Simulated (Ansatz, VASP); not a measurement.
**Mn3Cu in VASP and in Ansatz**

File INCAR:

```
  PREC = Accurate
  ENCUT = 600
  EDIFF = 1E-6
  ISMEAR = 0
  SIGMA = 0.1
  LREAL = False
  LASPH = True
  NELM = 150
  ALGO = Normal
  ISIF = 3
  LWAVE = False
  LCHARG = False
  ISPIN = 2
  MAGMOM = 1.01 1.01 1.01 0
  LORBIT = 11
  LMAXMIX = 4
  GGA = PS
  IBRION = 2
  NSW = 100
  EDIFFG = -0.05
```

Contents of KPOINTS:

```
regular mesh
0
Gamma
  6 6 6
```

The input POSCAR:

```
Mn3Cu
1.0
    3.6444699996      0.0000000000      0.0000000000
    0.0000000000      3.6444699996      0.0000000000
    0.0000000000      0.0000000000      3.6444699996
Mn Cu
3 1
Direct
    0.0000000000      0.5000000000      0.5000000000
    0.5000000000      0.0000000000      0.5000000000
    0.5000000000      0.5000000000      0.0000000000
    0.0000000000      0.0000000000      0.0000000000
```

Input for Ansatz:

```yaml
crystal:
  lattice:
    - [3.6444699996, 0.0, 0.0]
    - [0.0, 3.6444699996, 0.0]
    - [0.0, 0.0, 3.6444699996]
  atoms:
    - { symbol: Mn, position: [0.0, 0.5, 0.5], spin: 1.01 }
    - { symbol: Mn, position: [0.5, 0.0, 0.5], spin: 1.01 }
    - { symbol: Mn, position: [0.5, 0.5, 0.0], spin: 1.01 }
    - { symbol: Cu, position: [0.0, 0.0, 0.0] }
basis:
  ecutwfc: 420
kpoints:
  mp_grid: { grid: [6, 6, 6] }
hamiltonian:
  xc: pbesol
scf:
  occupations: { method: gaussian, width: 0.1 }
output:
  forces: true
  stress: true
  eigenvalues: true
  populations: true
magnetization:
  spin_polarized: true
relax:
  adjacent_minimum: "off"
  f_tol: 0.05
  max_steps: 80
  cell: { stress_tol: 0.5 }
```

Alike in both runs: task relaxation of cell and atoms; functional PBEsol; k mesh 6 × 6 × 6; occupations gaussian, width 0.1 eV; collinear spin.

|  | VASP | Ansatz |
| --- | --- | --- |
| version | VASP 6.6.1 | Ansatz 0.2.0 |
| potentials or method | VASP PAW PBE potentials, release 64 (Mn_pv, Cu), cutoff 600 eV | scalar-relativistic, plane waves, PAW |
| valence electrons in the cell | 50 | 64 |

VASP gave:

- gap on the k mesh at the Fermi level, each at its own relaxed structure (eV): none
- net moment per atom (μB): 0.19
- size of the moment on the site where the two differ most (μB): 0.26
- relaxed volume (Å³/atom): 10.55
- relaxed cell length with the largest relative difference (Å): 3.482

What did Ansatz give for the same quantities?

gap on the k mesh at the Fermi level, each at its own relaxed structure (eV): none; net moment per atom (μB): 0.18; size of the moment on the site where the two differ most (μB): 0.24; relaxed volume (Å³/atom): 10.55; relaxed cell length with the largest relative difference (Å): 3.482.

VASP's potentials were made for PBE, not for PBEsol. Site moments also hang on the region over which each program counts them. A gap of «none» marks a metal or a gap that the smearing closes. VASP's potentials hold 50 valence electrons a cell and Ansatz's 64, so a difference there can come from the potentials and not from the codes.
